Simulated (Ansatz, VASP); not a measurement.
Two plane-wave programs on CuP

The input INCAR:

```
SYSTEM = CuP
PREC = Accurate
ENCUT = 600
EDIFF = 1E-6
ISMEAR = 0
SIGMA = 0.1
LREAL = .FALSE.
LASPH = .TRUE.
NELM = 100
ALGO = Normal
ISIF = 3
LWAVE = .FALSE.
LCHARG = .FALSE.
GGA = PE
IBRION = 2
NSW = 90
EDIFFG = -0.04
```

Contents of KPOINTS:

```
regular mesh
0
G
  6 6 6
  0 0 0
```

Contents of POSCAR:

```
CuP
1.0
    3.1778073947      0.0000000000      0.0000000000
   -1.5889036973      2.7520619321      0.0000000000
    0.0000000000      0.0000000000      3.0994699771
Cu P
1 1
Direct
    0.0000000000      0.0000000000      0.0000000000
    0.6666666667      0.3333333333      0.5000000000
```

Input for Ansatz:

```yaml
crystal:
  lattice:
    - [3.1778073947, 0.0, 0.0]
    - [-1.5889036973, 2.7520619321, 0.0]
    - [0.0, 0.0, 3.0994699771]
  atoms:
    - { symbol: Cu, position: [0.0, 0.0, 0.0] }
    - { symbol: P, position: [0.6666666667, 0.3333333333, 0.5] }
basis:
  ecutwfc: 420
kpoints:
  mp_grid: { grid: [6, 6, 6] }
hamiltonian:
  xc: pbe
scf:
  occupations: { method: gaussian, width: 0.1 }
  lower_state_search: "off"
output:
  forces: true
  stress: true
  eigenvalues: true
relax:
  adjacent_minimum: "off"
  f_tol: 0.04
  max_steps: 70
  cell: { stress_tol: 0.4 }
```

Alike in both runs: task relaxation of cell and atoms; functional PBE; k mesh 6 × 6 × 6; occupations gaussian, width 0.1 eV; no spin polarisation.

|  | VASP | Ansatz |
| --- | --- | --- |
| version | VASP 6.6.1 | Ansatz 0.2.0 |
| potentials or method | VASP PAW PBE potentials, release 64 (Cu, P), cutoff 600 eV | scalar-relativistic, plane waves, PAW |
| valence electrons in the cell | 16 | 24 |

|  | VASP | Ansatz | Ansatz less VASP |
| --- | --- | --- | --- |
| gap on the k mesh at the Fermi level, each at its own relaxed structure (eV) | none | none | - |
| relaxed volume (Å³/atom) | 14.96 | 14.96 | +0.001 |
| relaxed cell length with the largest relative difference (Å) | 3.703 | 3.703 | +0.0003 |

A gap of «none» marks a metal or a gap that the smearing closes. VASP's potentials hold 16 valence electrons a cell and Ansatz's 24, so a difference there can come from the potentials and not from the codes.

The k mesh is coarse, so the values compare programs but aren't converged.
